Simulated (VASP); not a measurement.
TiO2:

```xyz
3
Lattice="1.5066 0.8698 4.8624 -1.5066 0.8698 4.8624 0.0000 -1.7397 4.8624" Properties=species:S:1:pos:R:3 pbc="T T T"
Ti    0.0000    0.0000    0.0000
O     0.0000    0.0000    8.5985
O     0.0000    0.0000    5.9885
```

```yaml
Program: VASP 6.6.1
Task: relaxation of cell and atoms
Functional: PBE
Dispersion: D3(BJ)
Potentials_or_basis: VASP PAW PBE potentials, release 64 (Ti_sv, O)
Cutoff: 600 eV
k_mesh: 6 × 6 × 6
Occupations: gaussian, width 0.1 eV
Spin: collinear spin
Starting_moments: "[1.0, 0.0, 0.0] μB"
```

At the start: pressure -19.8 GPa; volume 12.74 Å³/atom.

Where does the relaxation end?

Over 12 steps the energy falls by 186.9 meV/atom and the volume is 12.25 Å³/atom (-3.8 %); space group R-3m (No. 166, to 0.1 Å) before and after; moment 0.00 μB per cell.

The path:
```csv
step,energy change (eV),largest force (eV/Å),pressure (GPa),volume (Å³)
1,0.0000,3.0377,-19.81,38.23
2,0.3572,3.7814,54.26,30.15
3,-0.4890,0.7581,2.50,34.34
4,-0.4906,0.6226,3.85,34.17
5,-0.4906,0.5580,4.52,34.09
6,-0.5418,0.1663,1.24,35.08
7,-0.5427,0.1061,0.78,35.23
8,-0.5489,0.1138,0.30,35.57
9,-0.5585,0.1481,-1.00,36.57
10,-0.5591,0.1625,-1.27,36.85
11,-0.5583,0.1699,2.12,36.65
12,-0.5607,0.0149,0.33,36.76
```

Final structure:
```
Ti O
1.0
     1.48657    0.85827    4.80198
    -1.48657    0.85827    4.80198
     0.00000   -1.71655    4.80198
Ti O
1 2
Cartesian
  1.4866 0.8583 4.8020
  0.0000 0.0000 8.6345
  0.0000 0.0000 5.7714
```
